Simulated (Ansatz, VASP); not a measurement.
# GaSb3 in VASP and in Ansatz

File INCAR:

```
PREC = Accurate
ENCUT = 520
EDIFF = 1E-7
ISMEAR = 0
SIGMA = 0.15
LREAL = False
LASPH = True
NELM = 100
ALGO = Normal
ISIF = 2
LWAVE = False
LCHARG = False
GGA = PS
IVDW = 12
NBANDS = 22
```

KPOINTS

```
regular mesh
0
Gamma
  10 10 10
```

Contents of POSCAR:

```
GaSb3
1.0
    0.0000000000      3.5857729617      3.5857729617
    3.5857729617      0.0000000000      3.5857729617
    3.5857729617      3.5857729617      0.0000000000
Ga Sb
1 3
Direct
    0.0423897446     -0.0423897446     -0.0423897446
    0.2594445653      0.2405554347      0.2405554347
    0.7251423377      0.7748576623      0.7748576623
    0.4911396068      0.5088603932      0.5088603932
```

Input for Ansatz:

```yaml
crystal:
  lattice:
    - [0.0, 3.5857729617, 3.5857729617]
    - [3.5857729617, 0.0, 3.5857729617]
    - [3.5857729617, 3.5857729617, 0.0]
  atoms:
    - { symbol: Ga, position: [0.0423897446, -0.0423897446, -0.0423897446] }
    - { symbol: Sb, position: [0.2594445653, 0.2405554347, 0.2405554347] }
    - { symbol: Sb, position: [0.7251423377, 0.7748576623, 0.7748576623] }
    - { symbol: Sb, position: [0.4911396068, 0.5088603932, 0.5088603932] }
basis:
  ecutwfc: 420
kpoints:
  mp_grid: { grid: [10, 10, 10] }
hamiltonian:
  xc: pbesol
  pseudopotentials: { kind: paw, azcp: { folder: soft_1 } }
  dispersion: d3bj
scf:
  occupations: { method: gaussian, width: 0.15 }
output:
  forces: true
  stress: true
  eigenvalues: true
```

Change from the starting cell: mode 4 frozen in at -0.123 Å and mode 7 at -0.304 Å (largest displacements).

Alike in both runs: task single point; functional PBEsol; dispersion D3(BJ); k mesh 10 × 10 × 10; occupations gaussian, width 0.15 eV; no spin polarisation.

|  | VASP | Ansatz |
| --- | --- | --- |
| version | VASP 6.6.1 | Ansatz 0.2.0 |
| potentials or method | VASP PAW PBE potentials, release 64 (Ga_d, Sb), cutoff 520 eV | scalar-relativistic, plane waves, PAW |
| valence electrons in the cell | 28 | 58 |

Ansatz gave:

- gap on the k mesh at the Fermi level (eV): none
- pressure (GPa): 1.8
- traceless stress, the component that is largest in VASP (GPa): -0.75
- rms of the force components (eV/Å): 0.336

Which values does VASP return?

gap on the k mesh at the Fermi level (eV): none; pressure (GPa): 1.9; traceless stress, the component that is largest in VASP (GPa): -0.77; rms of the force components (eV/Å): 0.341.

VASP's potentials were made for PBE, not for PBEsol, and Ansatz warns of the same on its side. Atom by atom the forces differ by 0.005 eV/Å (rms over components). A gap of «none» marks a metal or a gap that the smearing closes. VASP's potentials hold 28 valence electrons a cell and Ansatz's 58, so a difference there can come from the potentials and not from the codes.

Spin-orbit coupling is off throughout.
